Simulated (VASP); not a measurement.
# Hf4WC4 in VASP: single point with PBEsol

Aim: the single point of Hf4WC4 with PBEsol.

Program: VASP 6.6.1. These are calculated values, not measurements. Logs are shortened: lines on timing, memory, paths and dates and some standing lists are left out, and cuts for length are marked.

## (1) The cell of the first run

The cell holds a slab with vacuum, 9 atoms: a = 3.258 Å, b = 3.258 Å, c = 25.911 Å, α = 90.00°, β = 90.00°, γ = 90.00°.

## (2) Single point, PBEsol, collinear spin

INCAR

```
SYSTEM = Hf4WC4
PREC = Accurate
ENCUT = 520
EDIFF = 1E-6
ISMEAR = 0
SIGMA = 0.1
LREAL = .FALSE.
LASPH = .TRUE.
NELM = 150
ALGO = Normal
ISIF = 2
LWAVE = .FALSE.
LCHARG = .FALSE.
ISPIN = 2
MAGMOM = 0 0 0 0 0 0 0 0 4
LORBIT = 11
LMAXMIX = 4
LDIPOL = .TRUE.
IDIPOL = 3
DIPOL = 0.5 0.5 0.484
GGA = PS
NBANDS = 49
KPAR = 4
```

KPOINTS

```
regular mesh
0
G
  9 9 1
  0 0 0
```

POSCAR

```
Hf4WC4
1.0
    3.2578677675      0.0000000000      0.0000000000
    0.0000000000      3.2578677675      0.0000000000
    0.0000000000      0.0000000000     25.9109811718
Hf C W
4 4 1
Direct
    0.0000000000      0.0000000000      0.3280462420
    0.5000000000      0.5000000000      0.4169529637
   -0.0001460931      0.0001460931      0.5050659850
    0.4999751691      0.5000248309      0.5911583703
    0.5000000000      0.5000000000      0.3280462420
    0.0000000000      0.0000000000      0.4169529637
    0.4999819905      0.5000180095      0.5053767573
   -0.0001031951      0.0001031951      0.5948832687
    0.9999202276      0.0000797724      0.6706089754
```

Potentials or basis: VASP PAW PBE potentials, release 64 (Hf_pv, C, W_sv).

Launch:

```sh
> cat potpaw_PBE.64/Hf_pv/POTCAR potpaw_PBE.64/C/POTCAR potpaw_PBE.64/W_sv/POTCAR > POTCAR
> mpirun -np 4 vasp_std > vasp.out
```

OUTCAR:

```text
SYSTEM = Hf4WC4
   PREC = Accurate
   ENCUT = 520
   EDIFF = 1E-6
   ISMEAR = 0
   LREAL = .FALSE.
   LASPH = .TRUE.
   NELM = 150
   ISIF = 2
   ISPIN = 2
   LORBIT = 11
   GGA = PS

 ion  position               nearest neighbor table
   1  0.000  0.000  0.328-   5 2.30   5 2.30   5 2.30   5 2.30   6 2.30   2 3.26   2 3.26   2 3.26
                             2 3.26
   2  0.500  0.500  0.417-   7 2.29   6 2.30   6 2.30   6 2.30   6 2.30   5 2.30   3 3.24   3 3.24
                             3 3.24   3 3.24   1 3.26   1 3.26   1 3.26   1 3.26
   3  1.000  0.000  0.505-   6 2.28   7 2.30   7 2.30   7 2.30   7 2.30   8 2.33   4 3.21   4 3.21
                             4 3.21   4 3.21   2 3.24   2 3.24   2 3.24   2 3.24
   4  0.500  0.500  0.591-   7 2.22   8 2.31   8 2.31   8 2.31   8 2.31   9 3.09   9 3.09   9 3.09
                             9 3.09   3 3.21   3 3.21   3 3.21   3 3.21
   5  0.500  0.500  0.328-   1 2.30   1 2.30   1 2.30   1 2.30   2 2.30
   6  0.000  0.000  0.417-   3 2.28   2 2.30   2 2.30   2 2.30   2 2.30   1 2.30
   7  0.500  0.500  0.505-   4 2.22   2 2.29   3 2.30   3 2.30   3 2.30   3 2.30
   8  1.000  0.000  0.595-   9 1.96   4 2.31   4 2.31   4 2.31   4 2.31   3 2.33
   9  1.000  0.000  0.671-   8 1.96   4 3.09   4 3.09   4 3.09   4 3.09

  LATTYP: Found a simple tetragonal cell.
 ALAT       =     3.2578677675
 C/A-ratio  =     7.9533556979

  Lattice vectors:

 A1 = (   3.2578677675,   0.0000000000,   0.0000000000)
 A2 = (   0.0000000000,   3.2578677675,   0.0000000000)
 A3 = (   0.0000000000,   0.0000000000,  25.9109811718)

Analysis of symmetry for initial positions (statically):
=====================================================================
 Subroutine PRICEL returns:
 Original cell was already a primitive cell.

 Routine SETGRP: Setting up the symmetry group for a
 simple tetragonal supercell.

 Subroutine GETGRP returns: Found  2 space group operations
 (whereof  2 operations were pure point group operations)
 out of a pool of 16 trial point group operations.

The static configuration has the point symmetry C_1h.

Analysis of symmetry for dynamics (positions and initial velocities):
=====================================================================
 Subroutine PRICEL returns:
 Original cell was already a primitive cell.

 Routine SETGRP: Setting up the symmetry group for a
 simple tetragonal supercell.

 Subroutine GETGRP returns: Found  2 space group operations
 (whereof  2 operations were pure point group operations)
 out of a pool of 16 trial point group operations.

The dynamic configuration has the point symmetry C_1h.

Analysis of structural, dynamic, and magnetic symmetry:
=====================================================================
 Subroutine PRICEL returns:
 Original cell was already a primitive cell.

 Routine SETGRP: Setting up the symmetry group for a
 simple tetragonal supercell.

 Subroutine GETGRP returns: Found  2 space group operations
 (whereof  2 operations were pure point group operations)
 out of a pool of 16 trial point group operations.

The overall configuration has the point symmetry C_1h.

 Subroutine INISYM returns: Found  2 space group operations
 (whereof  2 operations are pure point group operations),
 and found     1 'primitive' translations

----------------------------------------------------------------------------------------

                                     Primitive cell

  volume of cell :     275.0114

  direct lattice vectors                    reciprocal lattice vectors
     3.257867768  0.000000000  0.000000000     0.306949229  0.000000000  0.000000000
     0.000000000  3.257867768  0.000000000     0.000000000  0.306949229  0.000000000
     0.000000000  0.000000000 25.910981172     0.000000000  0.000000000  0.038593676

  length of vectors
     3.257867768  3.257867768 25.910981172     0.306949229  0.306949229  0.038593676

  position of ions in fractional coordinates (direct lattice)
     0.000000000  0.000000000  0.328046242
     0.500000000  0.500000000  0.416952964
     0.999853907  0.000146093  0.505065985
     0.499975169  0.500024831  0.591158370
     0.500000000  0.500000000  0.328046242
     0.000000000  0.000000000  0.416952964
     0.499981990  0.500018010  0.505376757
     0.999896805  0.000103195  0.594883269
     0.999920228  0.000079772  0.670608975

  ion indices of the primitive-cell ions
   primitive index   ion index
                 1           1
[... 79 lines left out ...]
   EDIFF  = 0.1E-05   stopping-criterion for ELM
   LREAL  =      F    real-space projection
   EDIFFG = 0.1E-04   stopping-criterion for IOM
   NSW    =      0    number of steps for IOM
   IBRION =     -1    ionic relax: 0-MD 1-quasi-New 2-CG
   NFREE  =      0    steps in history (QN), initial steepest desc. (CG)
   ISIF   =      2    stress and relaxation
   ISYM   =      2    0-nonsym 1-usesym 2-fastsym
   POTIM  = 0.5000    time-step for ionic-motion
   TEBEG  =    0.0;   TEEND  =   0.0 temperature during run
   PSTRESS=    0.0 pullay stress
   NELECT =      70.0000    total number of electrons
   NUPDOWN=      -1.0000    fix difference up-down
   EMIN   =  10.00;   EMAX   =-10.00  energy-range for DOS
   EFERMI =   0.00;   METHOD = LEGACY
   ISMEAR =     0;   SIGMA  =   0.10  broadening in eV -4-tet -1-fermi 0-gaus
   EFERMI_NEDOS =   21; number of points for ismear=-14 and -15
   IALGO  =     38    algorithm
   IMIX   =      4    mixing-type and parameters
     AMIX     =   0.40;   BMIX     =  1.00
     AMIX_MAG =   1.60;   BMIX_MAG =  1.00
  volume/ion in A,a.u.               =      30.56       206.21
  Fermi-wavevector in a.u.,A,eV,Ry     =   1.037506  1.960602 14.645564  1.076419
  Thomas-Fermi vector in A             =   2.171947
   LORBIT       =     11    0 simple, 1 ext, 2 COOP (PROOUT), +10 PAW based schemes
   GGA     = PS    functional components
   LHFCALC =     F    Hartree Fock is set to
   AEXX    =    0.0000 exact exchange contribution
   IVDW    =     0    specifies the selected vdW correction
   LEPSILON=     F    determine dielectric tensor
   LRPA    =     F    only Hartree local field effects (RPA)
 spin polarized calculation
 Gauss-broadening in eV      SIGMA  =   0.10
  energy-cutoff  :      520.00
  volume of cell :      275.01
 maximum number of plane-waves:      7450
   NGX = 13   NGY = 13   NGZ = 97

 dipolmoment           0.000000      0.000000     -0.000447 electrons x Angstroem

 number of electron      70.0000019 magnetization       0.0049562

 dipolmoment           0.000000      0.000000      0.006329 electrons x Angstroem

 Free energy of the ion-electron system (eV)
  ---------------------------------------------------
  ext. energy  EPLUGINS =         0.00000000
  ---------------------------------------------------
  free energy    TOTEN  =       -97.54914096 eV

  energy without entropy =      -97.51744417  energy(sigma->0) =      -97.53329256

 E-fermi :   0.5579     XC(G=0):  -6.0882

 val. band max:        0.5496331132   @ k =   0.3333   0.3333   0.0000
 cond. band min:       0.5795708027   @ k =   0.4444   0.4444   0.0000
 fundamental gap:      0.0299376895
 Fermi energy:         0.5579104696

 spin component 1

 k-point     1 :       0.0000    0.0000    0.0000
  band No.  band energies     occupation
      1     -73.7339      1.00000
      2     -38.0557      1.00000
      3     -37.7636      1.00000
      4     -37.7636      1.00000
      5     -29.6129      1.00000
      6     -29.5213      1.00000
[... 1189 lines left out ...]
     46       6.2047      0.00000
     47       6.3233      0.00000

 [... further k-points ...]

 spin component 2

 k-point     1 :       0.0000    0.0000    0.0000
  band No.  band energies     occupation
      1     -73.7327      1.00000
      2     -38.0540      1.00000
      3     -37.7620      1.00000
      4     -37.7620      1.00000
      5     -29.6129      1.00000
      6     -29.5212      1.00000
[... 1189 lines left out ...]
     46       6.2054      0.00000
     47       6.3236      0.00000

 [... further k-points ...]

 [bands above 47 left out]

------------------------ aborting loop because EDIFF is reached ----------------------------------------

 vacuum level on the upper side and lower side of the slab       (xc-potential included)         0.051        -0.055

  FORCE on cell =-STRESS in cart. coord.  units (eV):
  Direction    XX          YY          ZZ          XY          YZ          ZX
  --------------------------------------------------------------------------------------
  -------------------------------------------------------------------------------------
  Total       -7.7462461     -7.7462461     -1.7320594     -0.0000188     -0.0022094      0.0022094
  in kB      -45.1285216    -45.1285216    -10.0907302     -0.0001093     -0.0128714      0.0128714
  external PRESSURE =     -33.4492578 kB  Pullay stress =       0.0000000 kB

 VOLUME and BASIS-vectors are now :
 -----------------------------------------------------------------------------
  energy-cutoff  :      520.00
  volume of cell :      275.01
      direct lattice vectors                 reciprocal lattice vectors
     3.257867768  0.000000000  0.000000000     0.306949229  0.000000000  0.000000000
     0.000000000  3.257867768  0.000000000     0.000000000  0.306949229  0.000000000
     0.000000000  0.000000000 25.910981172     0.000000000  0.000000000  0.038593676

 POSITION                                       TOTAL-FORCE (eV/Angst)
 -----------------------------------------------------------------------------------
      0.00000      0.00000      8.50000        -0.000175      0.000175      1.481043
      1.62893      1.62893     10.80366        -0.000880      0.000880      0.228969
      3.25739      0.00048     13.08676         0.005212     -0.005212     -0.009757
      1.62885      1.62901     15.31749        -0.002707      0.002707     -0.015954
      1.62893      1.62893      8.50000         0.000203     -0.000203     -0.789579
      0.00000      0.00000     10.80366        -0.000910      0.000910     -0.893632
      1.62888      1.62899     13.09481        -0.002737      0.002737      0.030673
      3.25753      0.00034     15.41401         0.002144     -0.002144     -0.067606
      3.25761      0.00026     17.37614        -0.000150      0.000150      0.035842
 -----------------------------------------------------------------------------------
    total drift:                                0.000016     -0.000016     -0.001006

  FREE ENERGIE OF THE ION-ELECTRON SYSTEM (eV)
  ---------------------------------------------------
  free  energy   TOTEN  =       -97.5491409578 eV

  energy  without entropy=      -97.5174441698  energy(sigma->0) =      -97.53329256

 vacuum level on the upper side and lower side of the slab         4.561         4.453

 total charge

# of ion       s       p       d       tot
------------------------------------------
    1        0.314   6.549   1.635   8.499
    2        0.322   6.666   1.713   8.700
    3        0.319   6.657   1.738   8.714
    4        0.321   6.626   1.736   8.683
    5        0.876   1.457   0.000   2.333
    6        0.867   1.525   0.000   2.392
    7        0.870   1.531   0.000   2.401
    8        0.880   1.556   0.000   2.436
    9        2.378   6.139   3.317  11.833
--------------------------------------------------
tot          7.146  38.707  10.138  55.991

 magnetization (x)

# of ion       s       p       d       tot
------------------------------------------
    1        0.000   0.000   0.000   0.000
    2       -0.000   0.000   0.000   0.000
    3        0.000  -0.000   0.000   0.000
    4       -0.000   0.000   0.000   0.000
    5        0.000   0.000   0.000   0.000
    6        0.000   0.000   0.000   0.000
    7        0.000   0.000   0.000   0.000
    8       -0.000  -0.000   0.000  -0.000
    9        0.000   0.000   0.002   0.003
--------------------------------------------------
tot          0.000   0.000   0.003   0.003
```

Run time: 40 min. Hardware: 4 MPI ranks of Oxide Virtual Turin-like, shared host; peak memory 0.76 GiB.

Results:

| Property | Result |
| --- | --- |
| Free energy | -97.5491 eV |
| Largest force | 1.481 eV/Å |
| Band gap on the k mesh | zero (filled and empty bands overlap) |
| Net moment | 0.00 μB per cell |
| Valence electrons inside the program's atomic spheres | Hf 8.50, 8.70, 8.71, 8.68; C 2.33, 2.39, 2.40, 2.44; W 11.83 |

Forces in eV/Å, atoms in the order of the input:
```
Hf   0.000  0.000  1.481
Hf  -0.001  0.001  0.229
Hf   0.005 -0.005 -0.010
Hf  -0.003  0.003 -0.016
C    0.000  0.000 -0.790
C   -0.001  0.001 -0.894
C   -0.003  0.003  0.031
C    0.002 -0.002 -0.068
W    0.000  0.000  0.036
```

Caveat: the PAW data sets were made with another functional, which shifts forces and pressure a little; spin-orbit coupling is left out, which moves the levels of the heavy elements.

The gap in the log of VASP goes by the Fermi energy; the results here count the filled bands.